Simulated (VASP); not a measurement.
Write the native input for VASP 6.6.1 that does the following.

```yaml
Task: relaxation of cell and atoms
Functional: r2SCAN
Potentials_or_basis: VASP PAW PBE potentials, release 64 (Cu, F)
Cutoff: 600 eV
k_mesh: 8 × 8 × 8
Occupations: fermi-dirac, width 0.02 eV
Spin: no spin polarisation
Dipole_correction: no
Further_INCAR_settings: ALGO = Normal; EDIFF = 1e-06; IBRION = 2; EDIFFG = -0.005; NSW = 80; ISIF = 3
```

The system is CuF.

```
Cu F
1.0
     2.79368    0.00000    0.00000
     0.00000    2.79368    0.00000
     0.00000    0.00000    2.79368
Cu F
1 1
Cartesian
  0.0000 0.0000 0.0000
  1.3968 1.3968 1.3968
```

These files were run (other wordings do the same):

POSCAR

```
CuF
1.0
    2.7936810894      0.0000000000      0.0000000000
    0.0000000000      2.7936810894      0.0000000000
    0.0000000000      0.0000000000      2.7936810894
Cu F
1 1
Direct
    0.0000000000      0.0000000000      0.0000000000
    0.5000000000      0.5000000000      0.5000000000
```

INCAR.step1

```
SYSTEM = CuF
  ALGO = Normal
  EDIFF = 1E-4
  ENCUT = 600
  GGA = PE
  ISMEAR = -1
  LASPH = .TRUE.
  LCHARG = .FALSE.
  LREAL = .FALSE.
  LWAVE = .TRUE.
  NELM = 60
  PREC = Accurate
  SIGMA = 0.02
```

INCAR.step2

```
SYSTEM = CuF
  ALGO = Normal
  EDIFF = 1E-6
  EDIFFG = -0.005
  ENCUT = 600
  IBRION = 2
  ISIF = 3
  ISMEAR = -1
  ISTART = 1
  LASPH = .TRUE.
  LCHARG = .FALSE.
  LMIXTAU = .TRUE.
  LREAL = .FALSE.
  LWAVE = .FALSE.
  METAGGA = R2SCAN
  NELM = 60
  NSW = 80
  PREC = Accurate
  SIGMA = 0.02
```

KPOINTS

```
k-points
0
G
  8 8 8
  0 0 0
```

Potentials or basis: VASP PAW PBE potentials, release 64 (Cu, F).

The run is started by

```sh
$ cat potpaw_PBE.64/Cu/POTCAR potpaw_PBE.64/F/POTCAR > POTCAR
$ cp INCAR.step1 INCAR
$ mpirun -np 1 vasp_std > vasp.out
$ cp INCAR.step2 INCAR
$ mpirun -np 1 vasp_std > vasp.out
```

Results of the run:

| Quantity | Value |
| --- | --- |
| Relaxed volume | 10.26 Å³/atom |
| Relaxed cell | a = 2.738 Å, b = 2.738 Å, c = 2.738 Å, α = 90.00°, β = 90.00°, γ = 90.00° |
| Space group after relaxing (to 0.05 Å) | Pm-3m (No. 221) |
| Energy gained by relaxing | 13.0 meV/atom |
| Ionic steps | 3 |
| Pressure after relaxing | 0.1 GPa |
| Band gap on the k mesh | zero (band 9 reaches 4.94 eV, above the bottom of band 10 at 4.53 eV) |

Caveat: the PAW data sets were made with another functional, which shifts forces and pressure a little; semilocal functionals often make such compounds metallic where correlation or magnetic order opens a gap, which also shifts bond lengths.

Run time: 34 s on 1 thread of Intel(R) Xeon(R) 6975P-C (Granite Rapids) (shared host), peak memory 0.15 GiB.
